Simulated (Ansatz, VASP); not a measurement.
# GaP in VASP and in Ansatz

```
Ga P
1.0
     0.00000    2.65652    2.80223
     2.80223    0.00000    2.80223
     2.80223    2.65652    0.00000
Ga P
1 1
Direct
  0.00000 0.00000 0.00000
  0.75000 0.75000 0.75000
```

Alike in both runs: task single point; functional PBE; k mesh 10 × 10 × 10; occupations gaussian, width 0.05 eV; no spin polarisation.

|  | VASP | Ansatz |
| --- | --- | --- |
| version | VASP 6.6.1 | Ansatz 0.2.0 |
| potentials or method | VASP PAW PBE potentials, release 64 (Ga_d, P), cutoff 520 eV | scalar-relativistic, plane waves, PAW |
| valence electrons in the cell | 18 | 18 |

```csv
,VASP,Ansatz,Ansatz less VASP
gap on the k mesh at the Fermi level (eV),1.16,1.16,+0.001
least direct gap on the mesh (eV),1.38,1.38,+0.003
pressure (GPa),0.0,0.0,+0.03
"traceless stress, the component that is largest in VASP (GPa)",2.35,2.35,-0.004
```
